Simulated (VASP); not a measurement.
Here is a VASP 6.6.1 calculation.

INCAR

```
SYSTEM = Cl
  ALGO = Normal
  EDIFF = 1E-6
  ENCUT = 520
  ISIF = 2
  ISMEAR = -1
  LASPH = .True.
  LCHARG = .False.
  LREAL = .False.
  LWAVE = .False.
  NBANDS = 22
  NELM = 100
  PREC = Accurate
  SIGMA = 0.05
```

Contents of KPOINTS:

```
k-points
0
Gamma
  7 7 4
  0 0 0
```

The input POSCAR:

```
Cl
1.0
    3.2066823265     -2.2941288504      0.0000000000
    3.2066823265      2.2941288504      0.0000000000
    0.0000000000      0.0000000000      8.3710212721
Cl
4
Direct
    0.3700000000      0.6300000000      0.4000000000
    0.1300000000      0.8700000000      0.9000000000
    0.6300000000      0.3700000000      0.6000000000
    0.8700000000      0.1300000000      0.1000000000
```

Potentials or basis: VASP PAW LDA potentials, release 64 (Cl).

Run with:

```console
$ cat potpaw_LDA.64/Cl/POTCAR > POTCAR
$ mpirun -np 1 vasp_std > vasp.out
```

(1) Estimate the band gap on the k mesh.

(2) Predict the largest force.

(3) Estimate the pressure.

Results:

(1) 2.16 eV (least direct gap 2.21 eV).

(2) 0.905 eV/Å.

(3) -3.8 GPa.

Caveat: the cell stands under tension; an odd mesh through Γ misses points on the zone boundary, where band edges can lie.
